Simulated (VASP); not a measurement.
# TaN (Fm-3m) in VASP: single point with PBEsol+U

Aim: the single point of TaN with PBEsol+U.

All numbers are computed with VASP 6.6.1; they aren't measurements. Logs are shortened: lines on timing, memory, paths and dates and some standing lists are left out, and cuts for length are marked.

### 1 The cell of the first run

It takes space group Fm-3m (No. 225, cubic). Conventional cell: a = 4.358 Å, b = 4.358 Å, c = 4.358 Å, α = 90.00°, β = 90.00°, γ = 90.00°. Within 2.9 Å of Ta (site symmetry m-3m) lie 6 N at 2.18 Å. N (site symmetry m-3m) has 6 Ta at 2.18 Å within 2.9 Å.

### 2 Single point, PBEsol+U, collinear spin

File INCAR:

```
SYSTEM = TaN
PREC = Accurate ; ENCUT = 520
EDIFF = 1E-7 ; ISMEAR = 0
SIGMA = 0.05 ; LREAL = .False.
LASPH = .True. ; NELM = 150
ALGO = Normal ; ISIF = 2
LWAVE = .False. ; LCHARG = .False.
ISPIN = 2 ; MAGMOM = 0.75 0.75 0.09 0.09
LORBIT = 11 ; NUPDOWN = 3.0
LMAXMIX = 4 ; LDAU = .True.
LDAUTYPE = 2 ; LDAUL = 2 -1
LDAUU = 6 0 ; LDAUJ = 0 0
LDAUPRINT = 1 ; GGA = PS
NBANDS = 28
```

File KPOINTS:

```
Automatic mesh
0
Gamma
  7 7 7
  0 0 0
```

File POSCAR:

```
TaN
1.0
    0.0000000000      2.1790013100      2.1790013100
    2.1790013100      0.0000000000      2.1790013100
    4.3580026200      4.3580026200      0.0000000000
Ta N
2 2
Direct
    0.5000000000      0.5000000000      0.2500000000
    0.5000000000      0.5000000000      0.7500000000
    0.0000000000      0.0000000000      0.0000000000
    0.0000000000      0.0000000000      0.5000000000
```

Potentials or basis: VASP PAW PBE potentials, release 64 (Ta_pv, N).

Command:

```
> cat potpaw_PBE.64/Ta_pv/POTCAR potpaw_PBE.64/N/POTCAR > POTCAR
> mpirun -np 1 vasp_std > vasp.out
```

OUTCAR:

```text
SYSTEM = TaN
   PREC = Accurate
   ENCUT = 520
   EDIFF = 1E-7
   ISMEAR = 0
   LREAL = .False.
   LASPH = .True.
   NELM = 150
   ISIF = 2
   ISPIN = 2
   LORBIT = 11
   NUPDOWN = 3.0
   GGA = PS

 ion  position               nearest neighbor table
   1  0.500  0.500  0.250-   3 2.18   3 2.18   4 2.18   3 2.18   4 2.18   4 2.18   2 3.08   2 3.08
                             2 3.08   2 3.08   2 3.08   2 3.08
   2  0.500  0.500  0.750-   4 2.18   3 2.18   4 2.18   3 2.18   4 2.18   3 2.18   1 3.08   1 3.08
                             1 3.08   1 3.08   1 3.08   1 3.08
   3  0.000  0.000  0.000-   2 2.18   1 2.18   2 2.18   1 2.18   2 2.18   1 2.18
   4  0.000  0.000  0.500-   1 2.18   1 2.18   2 2.18   1 2.18   2 2.18   2 2.18

  LATTYP: Found a trigonal (rhomboedric) cell.
 ALAT       =     5.3374413584
 COS(alpha) =     0.8333333333

  Lattice vectors:

 A1 = (   4.3580026200,   2.1790013100,  -2.1790013100)
 A2 = (   2.1790013100,   2.1790013100,  -4.3580026200)
 A3 = (   2.1790013100,   4.3580026200,  -2.1790013100)

Analysis of symmetry for initial positions (statically):
=====================================================================
 Subroutine PRICEL returns following result:

  LATTYP: Found a face centered cubic cell.
 ALAT       =     4.3580026200
[... 12 lines left out ...]
 Subroutine GETGRP returns: Found 12 space group operations
 (whereof 12 operations were pure point group operations)
 out of a pool of 12 trial point group operations.

The static configuration has the point symmetry D_3d.

Analysis of symmetry for dynamics (positions and initial velocities):
=====================================================================
 Subroutine PRICEL returns following result:

  LATTYP: Found a face centered cubic cell.
 ALAT       =     4.3580026200
[... 12 lines left out ...]
 Subroutine GETGRP returns: Found 12 space group operations
 (whereof 12 operations were pure point group operations)
 out of a pool of 12 trial point group operations.

The dynamic configuration has the point symmetry D_3d.

Analysis of structural, dynamic, and magnetic symmetry:
=====================================================================
 Subroutine PRICEL returns following result:

[... 219 lines left out ...]
  o =  0.1845  v =  0.0000  0.0000  0.0000  0.0000  0.0000  0.0009  0.0005  0.9999  0.0005 -0.0154      0.0000  0.0000  0.0000  0.0000  0.0000  0.0000  0.0000  0.0000  0.0000  0.0000
  o =  0.2057  v = -0.0000  0.0021  0.0130 -0.0021  0.9999  0.0000  0.0000  0.0000  0.0000  0.0000      0.0000  0.0000  0.0000  0.0000  0.0000  0.0000  0.0000  0.0000  0.0000  0.0000
  o =  0.2057  v = -0.0024 -0.0012  0.9999 -0.0012 -0.0130  0.0000  0.0000  0.0000  0.0000  0.0000      0.0000  0.0000  0.0000  0.0000  0.0000  0.0000  0.0000  0.0000  0.0000  0.0000
  o =  0.4313  v =  0.5774 -0.5774 -0.0000 -0.5774  0.0000  0.0000  0.0000  0.0000  0.0000  0.0000      0.0000  0.0000  0.0000  0.0000  0.0000  0.0000  0.0000  0.0000  0.0000  0.0000
  o =  0.4336  v =  0.1055  0.7539  0.0004 -0.6484 -0.0029  0.0000  0.0000  0.0000  0.0000  0.0000      0.0000  0.0000  0.0000  0.0000  0.0000  0.0000  0.0000  0.0000  0.0000  0.0000
  o =  0.4336  v = -0.8096 -0.3134 -0.0029 -0.4962 -0.0004  0.0000  0.0000  0.0000  0.0000  0.0000      0.0000  0.0000  0.0000  0.0000  0.0000  0.0000  0.0000  0.0000  0.0000  0.0000

 number of electron      31.9999999 magnetization       3.0000001

 Free energy of the ion-electron system (eV)
  ---------------------------------------------------
  ext. energy  EPLUGINS =         0.00000000
  ---------------------------------------------------
  free energy    TOTEN  =       -33.77658056 eV

  energy without entropy =      -33.77303776  energy(sigma->0) =      -33.77480916

 E-fermi :   8.8277     XC(G=0): -13.6961

 val. band max:       11.1739332743   @ k =   0.0000   0.0000   0.1429
 cond. band min:       8.8443272404   @ k =   0.2857   0.0000   0.2857
 fundamental gap:     -2.3296060339
 Fermi energy:        11.1760551722

 spin component 1

 k-point     1 :       0.0000    0.0000    0.0000
  band No.  band energies     occupation
      1     -27.4061      1.00000
      2     -26.5523      1.00000
      3     -26.5523      1.00000
      4     -26.4623      1.00000
      5     -26.4589      1.00000
      6     -26.4589      1.00000
[... 1481 lines left out ...]
     27      20.9072      0.00000
     28      22.0980      0.00000

 [... further k-points ...]

------------------------ aborting loop because EDIFF is reached ----------------------------------------

  FORCE on cell =-STRESS in cart. coord.  units (eV):
  Direction    XX          YY          ZZ          XY          YZ          ZX
  --------------------------------------------------------------------------------------
  -------------------------------------------------------------------------------------
  Total       10.6853627     10.6853627     10.6853627     -0.0386587      0.0386587      0.0386587
  in kB      413.6827266    413.6827266    413.6827266     -1.4966668      1.4966668      1.4966668
  external PRESSURE =     413.6827266 kB  Pullay stress =       0.0000000 kB

 VOLUME and BASIS-vectors are now :
 -----------------------------------------------------------------------------
  energy-cutoff  :      520.00
  volume of cell :       41.38
      direct lattice vectors                 reciprocal lattice vectors
     0.000000000  2.179001310  2.179001310    -0.229462918  0.229462918  0.229462918
     2.179001310  0.000000000  2.179001310     0.229462918 -0.229462918  0.229462918
     4.358002620  4.358002620  0.000000000     0.114731459  0.114731459 -0.114731459

 POSITION                                       TOTAL-FORCE (eV/Angst)
 -----------------------------------------------------------------------------------
      2.17900      2.17900      2.17900        -0.000000      0.000000      0.000000
      4.35800      4.35800      2.17900         0.000000     -0.000000      0.000000
      0.00000      0.00000      0.00000        -0.000000     -0.000000     -0.000000
      2.17900      2.17900      0.00000        -0.000000     -0.000000     -0.000000
 -----------------------------------------------------------------------------------
    total drift:                               -0.000000     -0.000000     -0.000000

  FREE ENERGIE OF THE ION-ELECTRON SYSTEM (eV)
  ---------------------------------------------------
  free  energy   TOTEN  =       -33.7765805649 eV

  energy  without entropy=      -33.7730377591  energy(sigma->0) =      -33.77480916

 total charge

# of ion       s       p       d       tot
------------------------------------------
    1        0.298   6.258   2.355   8.911
    2        0.298   6.258   2.355   8.911
    3        1.225   2.600   0.000   3.825
    4        1.225   2.600   0.000   3.825
--------------------------------------------------
tot          3.045  17.716   4.710  25.471

 magnetization (x)

# of ion       s       p       d       tot
------------------------------------------
    1        0.014   0.006   1.004   1.024
    2        0.014   0.006   1.004   1.024
    3        0.004   0.101   0.000   0.105
    4        0.004   0.101   0.000   0.105
--------------------------------------------------
tot          0.037   0.213   2.008   2.259
```

stdout:

```text
POSCAR found type information on POSCAR TaN
 POSCAR found :  2 types and       4 ions
 scaLAPACK will be used
 -----------------------------------------------------------------------------
|                                                                             |
|                                                                             |
|     You enforced a specific xc type in the INCAR file but a different       |
|     I HOPE YOU KNOW WHAT YOU ARE DOING!                                     |
|                                                                             |
 -----------------------------------------------------------------------------

 LDA part: xc-table for (Slater+PW92), standard interpolation
 POSCAR, INCAR and KPOINTS ok, starting setup
 FFT: planning ... GRIDC
 FFT: planning ... GRID_SOFT
 FFT: planning ... GRID
 WAVECAR not read
 entering main loop
```

Run time: 76 s. Hardware: 1 thread of Intel Xeon 6975P-C (Granite Rapids), shared host; peak memory 0.23 GiB.

What came out:

```
Free energy                                           : -33.7766 eV
Pressure                                              : 41.4 GPa
Net moment                                            : 3.00 μB per cell
Site moments                                          : Ta +1.02; N +0.10 μB
Valence electrons inside the program's atomic spheres : Ta 8.91; N 3.83
```

Eigenvalues of the final occupation matrices:
```csv
site,spin,trace,eigenvalues
site 1 d,1,1.71,0.21 0.21 0.43 0.43 0.43
site 1 d,2,0.69,0.11 0.11 0.11 0.18 0.18
site 2 d,1,1.71,0.21 0.21 0.43 0.43 0.43
site 2 d,2,0.69,0.11 0.11 0.11 0.18 0.18
```

Caveat: the moment is held away from its start; the cell stands under pressure; the PAW data sets were made with another functional, which shifts forces and pressure a little; spin-orbit coupling is left out, which moves the levels of the heavy elements; the total moment is fixed, so each spin has its own Fermi level.
